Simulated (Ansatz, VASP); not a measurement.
## One calculation of SnTeO, two programs

```
Sn Te O
1.0
     4.16569    0.00000    0.00000
     0.00000    4.16569    0.00000
     0.00000    0.00000    4.60696
Sn Te O
1 1 1
Direct
  0.50000 0.50000 0.00000
  0.00000 0.00000 0.00000
  0.00000 0.00000 0.50000
```

Alike in both runs: task single point; functional PBE; k mesh 4 × 4 × 4; occupations gaussian, width 0.1 eV; no spin polarisation.

|  | VASP | Ansatz |
| --- | --- | --- |
| version | VASP 6.6.1 | Ansatz 0.2.0 |
| potentials or method | VASP PAW PBE potentials, release 64 (Sn_d, Te, O), cutoff 520 eV | scalar-relativistic, plane waves, PAW |
| valence electrons in the cell | 26 | 36 |

Ansatz gave:

| Property | Result |
| --- | --- |
| gap on the k mesh at the Fermi level (eV) | none |
| pressure (GPa) | -0.5 |
| traceless stress, the component that is largest in VASP (GPa) | -14.05 |

**Question.** Estimate VASP's values.

**Answer.** gap on the k mesh at the Fermi level (eV): none; pressure (GPa): -0.6; traceless stress, the component that is largest in VASP (GPa): -14.15.

A gap of «none» marks a metal or a gap that the smearing closes. The functional is the same, so the differences come from potentials, cutoffs and numerics. VASP's potentials hold 26 valence electrons a cell and Ansatz's 36, so a difference there can come from the potentials and not from the codes.

The k mesh is coarse, so the values compare programs but aren't converged. Neither program's run includes spin-orbit coupling.
